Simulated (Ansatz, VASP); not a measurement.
# H15NO6 in VASP and in Ansatz

```
CELL_PARAMETERS angstrom
5.81963 0.00000 0.00000
0.00000 5.81963 0.00000
0.00000 0.00000 5.81963
ATOMIC_POSITIONS crystal
O 0.11543 0.65659 0.88066
O 0.90027 0.16048 0.76757
O 0.62611 0.88737 0.04805
O 0.61468 0.16286 0.42097
O 0.47869 0.42185 0.03114
O 0.40067 0.66401 0.52177
H 0.10909 0.78566 0.01814
H 0.98893 0.54738 0.88948
H 0.80888 0.16478 0.62093
H 0.03492 0.06703 0.73352
H 0.73969 0.94541 0.93646
H 0.60926 0.71922 0.03682
H 0.55641 0.31135 0.36759
H 0.61410 0.06262 0.28207
H 0.33481 0.49936 0.97630
H 0.53128 0.33250 0.89988
H 0.50702 0.78488 0.56674
H 0.29121 0.65624 0.65302
H 0.98288 0.02186 0.25989
H 0.21836 0.87182 0.32899
H 0.23627 0.09513 0.15416
N 0.13473 0.95920 0.20004
```

Alike in both runs: functional PBE; dispersion D3(BJ); k mesh 1 × 1 × 1; occupations fermi-dirac, width 0.02 eV; no spin polarisation.

Ansatz relaxed the structure, and its values are those at the end. VASP's run is a single point on that final structure, the one shown.

|  | VASP | Ansatz |
| --- | --- | --- |
| version | VASP 6.6.1 | Ansatz 0.2.0 |
| potentials or method | VASP PAW PBE potentials, release 64 (O, H, N), cutoff 520 eV | scalar-relativistic, plane waves, PAW |
| valence electrons in the cell | 56 | 56 |

VASP gave:

* rms of the force components (eV/Å): 0.047

Problem. What did Ansatz give for the same quantities?

Solution. rms of the force components (eV/Å): 0.064.
